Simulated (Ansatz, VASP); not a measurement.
## One calculation of B2I3, two programs

```
B I
1.0
     3.48626    2.01279    8.19337
    -3.48626    2.01279    8.19337
     0.00000   -4.02558    8.19337
B I
4 6
Direct
  0.38166 0.38166 0.38166
  0.11834 0.11834 0.11834
  0.61834 0.61834 0.61834
  0.88166 0.88166 0.88166
  0.61580 0.88420 0.25000
  0.25000 0.61580 0.88420
  0.88420 0.25000 0.61580
  0.38420 0.11580 0.75000
  0.75000 0.38420 0.11580
  0.11580 0.75000 0.38420
```

Alike in both runs: functional PBE; k mesh 6 × 6 × 6; occupations gaussian, width 0.1 eV; no spin polarisation.

Ansatz relaxed the structure, and its values are those at the end. VASP's run is a single point on that final structure, the one shown.

|  | VASP | Ansatz |
| --- | --- | --- |
| version | VASP 6.6.1 | Ansatz 0.2.0 |
| potentials or method | VASP PAW PBE potentials, release 64 (B, I), cutoff 520 eV | scalar-relativistic, plane waves, PAW |
| valence electrons in the cell | 54 | 114 |

```tsv
	VASP	Ansatz	Ansatz less VASP
gap on the k mesh at the Fermi level (eV)	none	none	-
pressure (GPa)	0.0	0.0	+0.02
rms of the force components (eV/Å)	0.003	0.000	-0.0028
```

A gap of «none» marks a metal or a gap that the smearing closes. The functional is the same, so the differences come from potentials, cutoffs and numerics. VASP's potentials hold 54 valence electrons a cell and Ansatz's 114, so a difference there can come from the potentials and not from the codes.

Neither program's run includes spin-orbit coupling.
